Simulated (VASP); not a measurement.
Al3H2: single point with PBE

Crystal: Al3H2.

```xyz
5
Lattice="2.7708 0.0000 0.0000 -1.3854 2.3996 0.0000 0.0000 0.0000 9.0966" Properties=species:S:1:pos:R:3 pbc="T T T"
Al    0.0000    0.0000    0.0000
Al    0.0000    1.5997    3.2939
Al    1.3854    0.7999    5.8027
H     0.0000    0.0000    7.2666
H     0.0000    0.0000    1.8300
```

This cell differs from its parent crystal: with an interstitial atom.

* Program: VASP 6.6.1
* Task: single point
* Functional: PBE
* Potentials or basis: VASP PAW PBE potentials, release 64 (Al, H)
* Cutoff: 520 eV
* k mesh: 12 × 12 × 4
* Occupations: gaussian, width 0.1 eV
* Spin: no spin polarisation
* Dipole correction: no
* Further INCAR settings: ALGO = Normal; EDIFF = 1e-06; NBANDS = 14

| Quantity | Value |
| --- | --- |
| Pressure | -0.1 GPa |
| Band gap on the k mesh | zero (an odd number of electrons rules out a gap without spin polarisation) |

Levels at points of the mesh, in eV from the Fermi level:
| k point | band 3 | band 4 | band 5 | band 6 | band 7 | band 8 |
| --- | --- | --- | --- | --- | --- | --- |
| (0.00, 0.00, 0.00) | -8.99 | -4.51 | -3.91 | 3.63 | 4.34 | 10.96 |
| (0.50, 0.00, 0.00) | -4.10 | -3.02 | -2.64 | -1.67 | 1.04 | 1.20 |
| (0.00, 0.00, 0.50) | -7.28 | -7.04 | -1.03 | 0.17 | 8.48 | 8.59 |
| (0.50, 0.00, 0.50) | -3.98 | -3.20 | -2.16 | -1.03 | -0.75 | 1.09 |

It took 19 s on 1 thread of Intel(R) Xeon(R) 6975P-C (Granite Rapids) (shared host), peak memory 0.21 GiB.

Caveat: the cell differs from its parent crystal (with an interstitial atom).
